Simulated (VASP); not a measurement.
# As (R-3m) in VASP: single point with LDA

Aim: the single point of As with LDA.

Everything below comes from runs of VASP 6.6.1. Logs are shortened: lines on timing, memory, paths and dates and some standing lists are left out, and cuts for length are marked.

## 1. The cell of the first run

The structure is trigonal, space group R-3m (No. 166). The conventional cell has a = 3.759 Å, b = 3.759 Å, c = 10.457 Å, α = 90.00°, β = 90.00°, γ = 120.00°. Within 3.3 Å of As (site symmetry 3m) lie 6 As at 2.52 to 3.10 Å.

## 2. Single point, LDA

File INCAR:

```
PREC = Accurate
ENCUT = 500
EDIFF = 1E-6
ISMEAR = 0
SIGMA = 0.1
LREAL = F
LASPH = T
NELM = 120
ALGO = Normal
ISIF = 2
LWAVE = F
LCHARG = T
GGA = CA
LELF = T
LVHAR = T
NBANDS = 12
GGA_COMPAT = F
```

File KPOINTS:

```
Automatic mesh
0
Gamma
  6 6 6
```

File POSCAR:

```
As
1.0
    1.8797494575      1.0852738553      3.4857700000
   -1.8797494575      1.0852738553      3.4857700000
    0.0000000000     -2.1705477106      3.4857700000
As
2
Direct
    0.2275400000      0.2275400000      0.2275400000
    0.7724600000      0.7724600000      0.7724600000
```

Potentials or basis: VASP PAW LDA potentials, release 64 (As).

Started as:

```console
$ cat potpaw_LDA.64/As/POTCAR > POTCAR
$ mpirun -np 1 vasp_std > vasp.out
```

OUTCAR:

```text
PREC = Accurate
   ENCUT = 500
   EDIFF = 1E-6
   ISMEAR = 0
   LREAL = F
   LASPH = T
   NELM = 120
   ISIF = 2
   GGA = CA

 ion  position               nearest neighbor table
   1  0.228  0.228  0.228-   2 2.52   2 2.52   2 2.52
   2  0.772  0.772  0.772-   1 2.52   1 2.52   1 2.52

  LATTYP: Found a trigonal (rhomboedric) cell.
 ALAT       =     4.1063207202
 COS(alpha) =     0.5808936906

  Lattice vectors:

 A1 = (   1.8797494575,   1.0852738553,   3.4857700000)
 A2 = (  -1.8797494575,   1.0852738553,   3.4857700000)
 A3 = (   0.0000000000,  -2.1705477106,   3.4857700000)

Analysis of symmetry for initial positions (statically):
=====================================================================
 Subroutine PRICEL returns:
 Original cell was already a primitive cell.

 Routine SETGRP: Setting up the symmetry group for a
 trigonal (rhombohedral) supercell.

 Subroutine GETGRP returns: Found 12 space group operations
 (whereof 12 operations were pure point group operations)
 out of a pool of 12 trial point group operations.

The static configuration has the point symmetry D_3d.

Analysis of symmetry for dynamics (positions and initial velocities):
=====================================================================
 Subroutine PRICEL returns:
 Original cell was already a primitive cell.

 Routine SETGRP: Setting up the symmetry group for a
 trigonal (rhombohedral) supercell.

 Subroutine GETGRP returns: Found 12 space group operations
 (whereof 12 operations were pure point group operations)
 out of a pool of 12 trial point group operations.

The dynamic configuration has the point symmetry D_3d.

 Subroutine INISYM returns: Found 12 space group operations
 (whereof 12 operations are pure point group operations),
 and found     1 'primitive' translations

----------------------------------------------------------------------------------------

                                     Primitive cell

  volume of cell :      42.6667

  direct lattice vectors                    reciprocal lattice vectors
     1.879749457  1.085273855  3.485770000     0.265992895  0.153571070  0.095626887
    -1.879749457  1.085273855  3.485770000    -0.265992895  0.153571070  0.095626887
     0.000000000 -2.170547711  3.485770000     0.000000000 -0.307142139  0.095626887

  length of vectors
     4.106320720  4.106320720  4.106320720     0.321684310  0.321684310  0.321684310
[... 89 lines left out ...]
   POTIM  = 0.5000    time-step for ionic-motion
   TEBEG  =    0.0;   TEEND  =   0.0 temperature during run
   PSTRESS=    0.0 pullay stress
   NELECT =      10.0000    total number of electrons
   NUPDOWN=      -1.0000    fix difference up-down
   EMIN   =  10.00;   EMAX   =-10.00  energy-range for DOS
   EFERMI =   0.00;   METHOD = LEGACY
   ISMEAR =     0;   SIGMA  =   0.10  broadening in eV -4-tet -1-fermi 0-gaus
   EFERMI_NEDOS =   21; number of points for ismear=-14 and -15
   IALGO  =     38    algorithm
   IMIX   =      4    mixing-type and parameters
     AMIX     =   0.40;   BMIX     =  1.00
     AMIX_MAG =   1.60;   BMIX_MAG =  1.00
  volume/ion in A,a.u.               =      21.33       143.96
  Fermi-wavevector in a.u.,A,eV,Ry     =   1.009358  1.907409 13.861654  1.018803
  Thomas-Fermi vector in A             =   2.142281
   LORBIT       =      0    0 simple, 1 ext, 2 COOP (PROOUT), +10 PAW based schemes
   GGA     = CA    functional components
   LHFCALC =     F    Hartree Fock is set to
   AEXX    =    0.0000 exact exchange contribution
   IVDW    =     0    specifies the selected vdW correction
   LEPSILON=     F    determine dielectric tensor
   LRPA    =     F    only Hartree local field effects (RPA)
 non-spin polarized calculation
 Gauss-broadening in eV      SIGMA  =   0.10
  energy-cutoff  :      500.00
  volume of cell :       42.67
 maximum number of plane-waves:      1099
 NGX is ok and might be reduce to    30
   NGX = 15   NGY = 15   NGZ = 15

 number of electron      10.0000000 magnetization

 Free energy of the ion-electron system (eV)
  ---------------------------------------------------
  ext. energy  EPLUGINS =         0.00000000
  ---------------------------------------------------
  free energy    TOTEN  =       -10.80861673 eV

  energy without entropy =      -10.80704684  energy(sigma->0) =      -10.80783178

 E-fermi :   5.5284     XC(G=0): -10.2050

 val. band max:        5.1746352486   @ k =   0.5000   0.0000   0.0000
 cond. band min:       5.5284392381   @ k =   0.3333   0.1667   0.1667
 fundamental gap:      0.3538039895
 Fermi energy:         5.5284058301

 k-point     1 :       0.0000    0.0000    0.0000
  band No.  band energies     occupation
      1      -9.5520      2.00000
      2      -0.3019      2.00000
      3       2.9967      2.00000
      4       3.5415      2.00000
      5       3.5415      2.00000
      6       7.2879      0.00000
      7       8.4754      0.00000
      8       8.4754      0.00000
      9      12.3251      0.00000
     10      12.3251      0.00000
     11      12.7118      0.00000
     12      14.2702      0.00000
[... 331 lines left out ...]
 k-point    24 :      -0.3333    0.5000    0.1667
  band No.  band energies     occupation
      1      -6.5111      2.00000
      2      -4.6864      2.00000
      3      -0.5957      2.00000
      4       0.4166      2.00000
      5       3.3355      2.00000
      6       7.7676      0.00000
      7       9.3712      0.00000
      8      11.9913      0.00000
      9      12.1601      0.00000
     10      14.1639      0.00000
     11      17.3439      0.00000
     12      18.4102      0.00000

 [... further k-points ...]

------------------------ aborting loop because EDIFF is reached ----------------------------------------

  FORCE on cell =-STRESS in cart. coord.  units (eV):
  Direction    XX          YY          ZZ          XY          YZ          ZX
  --------------------------------------------------------------------------------------
  -------------------------------------------------------------------------------------
  Total       -0.1946194     -0.1946194     -0.6066172      0.0000000     -0.0000000      0.0000000
  in kB       -7.3081511     -7.3081511    -22.7790705      0.0000000     -0.0000000      0.0000000
  external PRESSURE =     -12.4651242 kB  Pullay stress =       0.0000000 kB

 VOLUME and BASIS-vectors are now :
 -----------------------------------------------------------------------------
  energy-cutoff  :      500.00
  volume of cell :       42.67
      direct lattice vectors                 reciprocal lattice vectors
     1.879749457  1.085273855  3.485770000     0.265992895  0.153571070  0.095626887
    -1.879749457  1.085273855  3.485770000    -0.265992895  0.153571070  0.095626887
     0.000000000 -2.170547711  3.485770000     0.000000000 -0.307142139  0.095626887

 POSITION                                       TOTAL-FORCE (eV/Angst)
 -----------------------------------------------------------------------------------
      0.00000      0.00000      2.37946         0.000000      0.000000      0.019043
      0.00000      0.00000      8.07785         0.000000     -0.000000     -0.019043
 -----------------------------------------------------------------------------------
    total drift:                               -0.000000      0.000000     -0.000000

  FREE ENERGIE OF THE ION-ELECTRON SYSTEM (eV)
  ---------------------------------------------------
  free  energy   TOTEN  =       -10.8086167266 eV

  energy  without entropy=      -10.8070468393  energy(sigma->0) =      -10.80783178
```

OSZICAR:

```text
N       E                     dE             d eps       ncg     rms          rms(c)
DAV:   1     0.257186178484E+02    0.25719E+02   -0.41152E+03   768   0.672E+02
DAV:   2    -0.930911512765E+01   -0.35028E+02   -0.33421E+02  1024   0.111E+02
DAV:   3    -0.108461813182E+02   -0.15371E+01   -0.15328E+01   964   0.233E+01
DAV:   4    -0.108532240892E+02   -0.70428E-02   -0.70422E-02   860   0.186E+00
DAV:   5    -0.108532424818E+02   -0.18393E-04   -0.18392E-04   984   0.101E-01    0.358E+00
DAV:   6    -0.108239069917E+02    0.29335E-01   -0.73445E-03   860   0.457E-01    0.211E+00
DAV:   7    -0.108086184792E+02    0.15289E-01   -0.14578E-02   868   0.661E-01    0.672E-02
DAV:   8    -0.108086135403E+02    0.49389E-05   -0.30883E-04   892   0.109E-01    0.162E-02
DAV:   9    -0.108086169771E+02   -0.34368E-05   -0.11267E-05   940   0.195E-02    0.746E-03
DAV:  10    -0.108086167266E+02    0.25055E-06   -0.11897E-06   596   0.562E-03
   1 F= -.10808617E+02 E0= -.10807832E+02  d E =-.156989E-02
```

stdout:

```text
POSCAR found type information on POSCAR As
 POSCAR found :  1 types and       2 ions
 scaLAPACK will be used
 LDA part: xc-table for (Slater(with rela. corr.)+CA(PZ))
 , standard interpolation
 POSCAR, INCAR and KPOINTS ok, starting setup
 FFT: planning ... GRIDC
 FFT: planning ... GRID_SOFT
 FFT: planning ... GRID
 WAVECAR not read
 entering main loop
```

Run time: 8.2 s. Hardware: 1 thread of AMD EPYC 9R45 (Zen 5), shared host; peak memory 0.12 GiB.

What came out:

* Free energy: -10.8086 eV
* Pressure: -1.2 GPa
* Largest force: 0.019 eV/Å
* Band gap on the k mesh: zero (band 5 reaches 5.53 eV, above the bottom of band 6 at 5.17 eV)

Forces on the atoms (eV/Å):
```
As   0.000  0.000  0.019
As   0.000  0.000 -0.019
```
